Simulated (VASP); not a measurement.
## Si: vibrations by perturbation theory with LDA

Crystal: Si.

```
CELL_PARAMETERS angstrom
0.01350 2.70773 2.70773
2.70773 0.01350 2.70773
2.70773 2.70773 0.01350
ATOMIC_POSITIONS crystal
Si 0.00033 0.00033 0.00033
Si 0.24967 0.24967 0.24967
```

```json
{
  "Program": "VASP 6.6.1",
  "Task": "vibrations by perturbation theory",
  "Functional": "LDA",
  "Potentials or basis": "VASP PAW LDA potentials, release 64 (Si)",
  "Cutoff": "520 eV",
  "k mesh": "10 × 10 × 10",
  "Occupations": "gaussian, width 0.01 eV",
  "Spin": "no spin polarisation",
  "Dipole correction": "no",
  "Further INCAR settings": "ALGO = Normal; EDIFF = 1e-08; IBRION = 8; NSW = 1"
}
```

- Electronic dielectric tensor (diagonal): 13.73
- Born charges (mean of the diagonal): Si +0.00 e
- Highest phonon frequency at Γ: 514 cm⁻¹

Phonon frequencies in cm⁻¹ (negative: imaginary):
```
              q point        frequencies
(0.000, 0.000, 0.000)  0 0 0 511 514 514
```

Electronic dielectric tensor:
```
13.73  0.03  0.03
 0.03 13.73  0.03
 0.03  0.03 13.73
```

Born effective charge tensors (e):
atom 1, Si
```
0.00 0.00 0.00
0.00 0.00 0.00
0.00 0.00 0.00
```
atom 2, Si
```
0.00 0.00 0.00
0.00 0.00 0.00
0.00 0.00 0.00
```

Run time: 5.1 min on 1 thread of Intel(R) Xeon(R) Platinum 8488C (Sapphire Rapids), on a shared host, peak memory 0.33 GiB.
